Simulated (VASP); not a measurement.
# ZnO (zincite) (P6_3mc) in VASP: elastic constants with PBE

Aim: the elastic constants of ZnO (zincite) with PBE.

All numbers are computed with VASP 6.6.1; they aren't measurements. Logs are shortened: lines on timing, memory, paths and dates and some standing lists are left out, and cuts for length are marked.

### 1 The cell of the first run

The structure is hexagonal, space group P6_3mc (No. 186). Conventional cell: a = 3.249 Å, b = 3.249 Å, c = 5.206 Å, α = 90.00°, β = 90.00°, γ = 120.00°. Within 2.6 Å of Zn (site symmetry 3m) lie 4 O at 1.97 to 1.98 Å. Within 2.6 Å of O (site symmetry 3m) lie 4 Zn at 1.97 to 1.98 Å.

### 2 Elastic constants, PBE

The input, INCAR:

```
PREC = Accurate ; ENCUT = 600
EDIFF = 1E-8 ; ISMEAR = 0
SIGMA = 0.01 ; LREAL = False
LASPH = True ; NELM = 100
ALGO = Normal ; ISIF = 3
LWAVE = False ; LCHARG = True
GGA = PE ; IBRION = 6
NFREE = 2 ; POTIM = 0.015
NSW = 1
```

The input, KPOINTS:

```
regular mesh
0
Gamma
  9 9 5
```

The input, POSCAR:

```
ZnO
1.0
    3.2493080000      0.0000000000      0.0000000000
   -1.6246540000      2.8139832700      0.0000000000
    0.0000000000      0.0000000000      5.2057090000
Zn O
2 2
Direct
    0.3333333333      0.6666666667      0.5000000000
    0.6666666667      0.3333333333      0.0000000000
    0.6666666667      0.3333333333      0.3790100000
    0.3333333333      0.6666666667      0.8790100000
```

Potentials or basis: VASP PAW PBE potentials, release 64 (Zn, O).

Launch:

```
$ cat potpaw_PBE.64/Zn/POTCAR potpaw_PBE.64/O/POTCAR > POTCAR
$ mpirun -np 1 vasp_std > vasp.out
```

OUTCAR:

```text
PREC = Accurate
   ENCUT = 600
   EDIFF = 1E-8
   ISMEAR = 0
   LREAL = False
   LASPH = True
   NELM = 100
   ISIF = 3
   GGA = PE
   IBRION = 6
   NFREE = 2
   POTIM = 0.015
   NSW = 1

 ion  position               nearest neighbor table
   1  0.333  0.667  0.500-   4 1.97   3 1.98   3 1.98   3 1.98
   2  0.667  0.333  0.000-   3 1.97   4 1.98   4 1.98   4 1.98
   3  0.667  0.333  0.379-   2 1.97   1 1.98   1 1.98   1 1.98
   4  0.333  0.667  0.879-   1 1.97   2 1.98   2 1.98   2 1.98

  LATTYP: Found a hexagonal cell.
 ALAT       =     3.2493080000
 C/A-ratio  =     1.6020977390

  Lattice vectors:

 A1 = (   3.2493080000,   0.0000000000,   0.0000000000)
 A2 = (  -1.6246540000,   2.8139832700,   0.0000000000)
 A3 = (   0.0000000000,   0.0000000000,   5.2057090000)

Analysis of symmetry for initial positions (statically):
=====================================================================
 Subroutine PRICEL returns:
 Original cell was already a primitive cell.

 Routine SETGRP: Setting up the symmetry group for a
 hexagonal supercell.

 Subroutine GETGRP returns: Found 12 space group operations
 (whereof  6 operations were pure point group operations)
 out of a pool of 24 trial point group operations.

The static configuration has the point symmetry C_3v.
 The point group associated with its full space group is C_6v.

Analysis of symmetry for dynamics (positions and initial velocities):
=====================================================================
 Subroutine PRICEL returns:
 Original cell was already a primitive cell.

 Routine SETGRP: Setting up the symmetry group for a
 hexagonal supercell.

 Subroutine GETGRP returns: Found 12 space group operations
[... 371 lines left out ...]
      3      -4.4820      2.00000
      4      -4.4820      2.00000
      5      -4.4744      2.00000
      6      -4.4275      2.00000
[... 589 lines left out ...]
     21       8.9677      0.00000
     22       9.3210      0.00000

 [... further k-points ...]

------------------------ aborting loop because EDIFF is reached ----------------------------------------

  FORCE on cell =-STRESS in cart. coord.  units (eV):
  Direction    XX          YY          ZZ          XY          YZ          ZX
  --------------------------------------------------------------------------------------
  -------------------------------------------------------------------------------------
  Total        1.4711171      1.4711171      2.2284280      0.0000000      0.0000000      0.0000000
  in kB       49.5182809     49.5182808     75.0096096      0.0000000      0.0000000      0.0000000
  external PRESSURE =      58.0153905 kB  Pullay stress =       0.0000000 kB
[... 19 lines left out ...]
  FREE ENERGIE OF THE ION-ELECTRON SYSTEM (eV)
  ---------------------------------------------------
  free  energy   TOTEN  =       -17.8237254142 eV

  energy  without entropy=      -17.8237254142  energy(sigma->0) =      -17.82372541

 INTERNAL STRAIN TENSORS FROM STRAINED CELLS
 ============================================

 INTERNAL STRAIN TENSOR FOR ION    1 for displacements in x,y,z  (eV/Angst):
          X           Y           Z          XY          YZ          ZX
  --------------------------------------------------------------------------------
  x     0.00000     0.00000     0.00000    -7.52417    -0.00000    -4.81859
  y    -7.55055     7.56465     0.00000     0.00004    -4.74032    -0.00004
  z    -4.74308    -4.74713    10.62653    -0.00109    -0.00143    -0.00004

 INTERNAL STRAIN TENSORS FROM DISPLACED ATOMS
 ============================================

 INTERNAL STRAIN TENSOR FOR ION    1 for displacements in x,y,z  (eV/Angst):
          X           Y           Z          XY          YZ          ZX
  --------------------------------------------------------------------------------
  x     0.00000    -0.00000     0.00000    -7.52632     0.00000    -4.81631
  y    -7.52632     7.52632     0.00000     0.00000    -4.81632     0.00000
  z    -4.81640    -4.81640    10.42000     0.00000     0.00000     0.00000

 INTERNAL STRAIN TENSOR FOR ION    4 for displacements in x,y,z  (eV/Angst):
          X           Y           Z          XY          YZ          ZX
  --------------------------------------------------------------------------------
  x     0.00000     0.00000     0.00000    -8.51236     0.00000     4.82024
  y    -8.51236     8.51236     0.00000     0.00000     4.82025     0.00000
  z     4.76317     4.76317   -10.45469     0.00000     0.00000     0.00000

 Eigenvectors and eigenvalues of the dynamical matrix
 ----------------------------------------------------

   1 f  =   16.413857 THz   103.131303 2PiTHz  547.507327 cm-1    67.882226 meV
             X         Y         Z           dx          dy          dz
     -0.000000  1.875989  2.602854    -0.000000   -0.000000   -0.112659
      1.624654  0.937994  0.000000     0.000000    0.000000    0.112659
      1.624654  0.937994  1.973016     0.000000    0.000000   -0.698074
     -0.000000  1.875989  4.575870    -0.000000   -0.000000    0.698074
[... 71 lines left out ...]
  12 f/i=    0.012943 THz     0.081322 2PiTHz    0.431726 cm-1     0.053527 meV
             X         Y         Z           dx          dy          dz
     -0.000000  1.875989  2.602854     0.000000   -0.000000    0.633458
      1.624654  0.937994  0.000000     0.000000   -0.000000    0.633458
      1.624654  0.937994  1.973016     0.000000   -0.000000    0.314215
     -0.000000  1.875989  4.575870     0.000000   -0.000000    0.314215

--------------------------------------------------------------------------------------------------------

 ELASTIC MODULI CONTR FROM IONIC RELAXATION (kBar)
 Direction    XX          YY          ZZ          XY          YZ          ZX
 --------------------------------------------------------------------------------
 XX        -753.2980    326.8562    464.6220     -0.0000     -0.0000     -0.0000
 YY         326.8562   -753.2980    464.6220      0.0000     -0.0000      0.0000
 ZZ         464.6220    464.6220  -1012.4410      0.0000     -0.0000      0.0000
 XY          -0.0000      0.0000      0.0000   -540.0771      0.0000     -0.0000
 YZ           0.0000      0.0000     -0.0000      0.0000   -212.0126     -0.0000
 ZX          -0.0000      0.0000      0.0000      0.0000     -0.0000   -212.0116
 --------------------------------------------------------------------------------

 TOTAL ELASTIC MODULI (kBar)
 Direction    XX          YY          ZZ          XY          YZ          ZX
 --------------------------------------------------------------------------------
 XX        1996.9663   1292.2185   1155.4542     -0.0000     -0.0000     -0.0000
 YY        1292.2185   1996.9663   1155.4542      0.0000     -0.0000      0.0000
 ZZ        1155.4542   1155.4542   2128.5949      0.0000     -0.0000      0.0000
 XY          -0.0000      0.0000      0.0000    352.3739      0.0000     -0.0000
 YZ           0.0000      0.0000     -0.0000      0.0000    322.3368     -0.0000
 ZX          -0.0000      0.0000      0.0000      0.0000     -0.0000    322.3376
 --------------------------------------------------------------------------------
```

Wall time 32 min (1 thread of Intel Xeon Platinum 8259CL at 2.50GHz (Skylake/Cascade Lake), shared host); peak memory 0.48 GiB.

Results:

- Voigt bulk modulus: 148 GPa
- Highest phonon frequency at Γ, LO-TO splitting left out: 548 cm⁻¹

Phonon frequencies in cm⁻¹ (negative: imaginary):
```tsv
q point	frequencies
(0.000, 0.000, 0.000)	0 0 0 82 82 257 391 395 395 429 429 548
```

Elastic tensor in Voigt notation (GPa, in the Cartesian axes of the cell as first typed):
```
200 129 116   0   0   0
129 200 116   0   0   0
116 116 213   0   0   0
  0   0   0  32   0   0
  0   0   0   0  32   0
  0   0   0   0   0  35
```

Clamped-ion elastic tensor (GPa):
```
275  97  69   0   0   0
 97 275  69   0   0   0
 69  69 314   0   0   0
  0   0   0  53   0   0
  0   0   0   0  53   0
  0   0   0   0   0  89
```

Caveat: the cell is under stress, which shifts elastic constants.
